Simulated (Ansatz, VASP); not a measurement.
FeO in VASP and in Ansatz

The input INCAR:

```
SYSTEM = FeO
ALGO = Normal
EDIFF = 1E-6
ENCUT = 520
ISIF = 2
ISMEAR = -1
ISPIN = 2
LASPH = .True.
LCHARG = .False.
LMAXMIX = 4
LORBIT = 11
LREAL = .False.
LWAVE = .False.
MAGMOM = 3 0
NBANDS = 18
NELM = 150
PREC = Accurate
SIGMA = 0.05
```

The input KPOINTS:

```
k-points
0
Gamma
  9 9 9
  0 0 0
```

Contents of POSCAR:

```
FeO
1.0
    1.5188209023      0.8768916568      2.5195772846
   -1.5188209023      0.8768916568      2.5195772846
    0.0000000000     -1.7537833136      2.5195772846
Fe O
1 1
Direct
    0.0000000000      0.0000000000      0.0000000000
    0.5000000000      0.5000000000      0.5000000000
```

Contents of input.yaml:

```yaml
crystal:
  lattice:
    - [1.5188209023, 0.8768916568, 2.5195772846]
    - [-1.5188209023, 0.8768916568, 2.5195772846]
    - [0.0, -1.7537833136, 2.5195772846]
  atoms:
    - { symbol: Fe, position: [0.0, 0.0, 0.0], spin: 3.0 }
    - { symbol: O, position: [0.5, 0.5, 0.5] }
hamiltonian:
  xc: lda
  pseudopotentials: { kind: paw }
magnetization:
  spin_polarized: true
kpoints:
  mp_grid: { grid: [9, 9, 9] }
  band_path:
    path:
      - [[0.0, 0.0, 0.0], [0.5, 0.0, 0.0], [0.5, 0.2474171719, -0.2474171719]]
      - [[0.7525828281, 0.5, 0.2474171719], [0.5, 0.5, 0.5], [0.0, 0.0, 0.0], [0.373708586, 0.0, -0.373708586]]
      - [[0.626291414, 0.373708586, 0.0], [0.5, 0.5, 0.0], [0.626291414, 0.626291414, 0.2474171719], [0.5, 0.5, 0.5]]
      - [[0.5, 0.0, 0.0], [0.7525828281, 0.373708586, 0.373708586]]
    npoints: 14
scf:
  occupations: { method: fermi_dirac, width: 0.05 }
  n_extra_bands: 6
output:
  forces: true
  stress: true
  eigenvalues: true
  fatbands: true
```

Alike in both runs: functional LDA; k mesh 9 × 9 × 9; occupations fermi-dirac, width 0.05 eV; collinear spin.

```csv
,VASP,Ansatz
version,VASP 6.6.1,Ansatz 0.2.0
potentials or method,"VASP PAW LDA potentials, release 64 (Fe, O)",Ansatz PAW
plane-wave cutoff (eV),520,420
valence electrons in the cell,14,22
task,single point,band structure
```

Ansatz gave:

```
gap on the k mesh at the Fermi level (eV)                     : none
pressure (GPa)                                                : -16.5
traceless stress, the component that is largest in VASP (GPa) : -0.82
net moment per atom (μB)                                      : 2.00
size of the moment on the site where the two differ most (μB) : 3.42
```

Question: What did VASP give for the same quantities?

Answer: gap on the k mesh at the Fermi level (eV): none; pressure (GPa): -16.3; traceless stress, the component that is largest in VASP (GPa): -0.84; net moment per atom (μB): 2.00; size of the moment on the site where the two differ most (μB): 3.57.

LDA's correlation is that of Perdew and Zunger in VASP and of Perdew and Wang (1992) in Ansatz. Site moments also hang on the region over which each program counts them. A gap of «none» marks a metal or a gap that the smearing closes. VASP's potentials hold 14 valence electrons a cell and Ansatz's 22, so a difference there can come from the potentials and not from the codes.
